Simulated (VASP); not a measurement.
Set up this calculation in VASP 6.6.1, as the native input.

| Quantity | Value |
| --- | --- |
| Task | single point |
| Functional | PBEsol |
| Potentials or basis | VASP PAW PBE potentials, release 64 (Al, Cu) |
| Cutoff | 600 eV |
| k mesh | 6 × 6 × 4 |
| Occupations | gaussian, width 0.15 eV |
| Spin | no spin polarisation |
| Dipole correction | no |
| Further INCAR settings | ALGO = Normal; EDIFF = 1e-06; NBANDS = 24 |

The structure of Al3Cu2 lies in POSCAR:

```
Al3Cu2
1.0
    4.0852901930      0.0000000000      0.0000000000
   -2.0426450965      3.5379650889      0.0000000000
    0.0000000000      0.0000000000      5.0163155782
Al Cu
3 2
Direct
    0.0000000000      0.0000000000      0.0000000000
    0.3333333333      0.6666666667      0.3502960714
    0.6666666667      0.3333333333      0.6497039286
    0.3333333333      0.6666666667      0.8408308519
    0.6666666667      0.3333333333      0.1591691481
```

The input as run:

INCAR

```
SYSTEM = Al3Cu2
PREC     = Accurate       ! precision mode
ENCUT    = 600            ! plane-wave cutoff, eV
EDIFF    = 1E-6           ! SCF threshold, eV
ISMEAR   = 0              ! smearing method
SIGMA    = 0.15           ! smearing width, eV
LREAL    = .FALSE.        ! projectors in reciprocal space
LASPH    = .TRUE.         ! aspherical terms in the spheres
NELM     = 120            ! most SCF steps
ALGO     = Normal         ! electronic algorithm
ISIF     = 2              ! what is computed and relaxed
LWAVE    = .FALSE.        ! write WAVECAR
LCHARG   = .TRUE.         ! write CHGCAR
GGA      = PS             ! functional
LELF     = .TRUE.         ! ELF
LVHAR    = .TRUE.       
NBANDS   = 24             ! bands
GGA_COMPAT= .FALSE.
```

KPOINTS

```
regular mesh
0
G
  6 6 4
  0 0 0
```

Potentials or basis: VASP PAW PBE potentials, release 64 (Al, Cu).

Command:

```console
$ cat potpaw_PBE.64/Al/POTCAR potpaw_PBE.64/Cu/POTCAR > POTCAR
$ mpirun -np 1 vasp_std > vasp.out
```

It gave:

The pressure is 0.6 GPa and the largest force is 0.008 eV/Å.

Caveat: the PAW data sets were made with another functional, which shifts forces and pressure a little.

It took 55 s on 1 thread of Intel Xeon 6975P-C, on a shared host, peak memory 0.23 GiB.
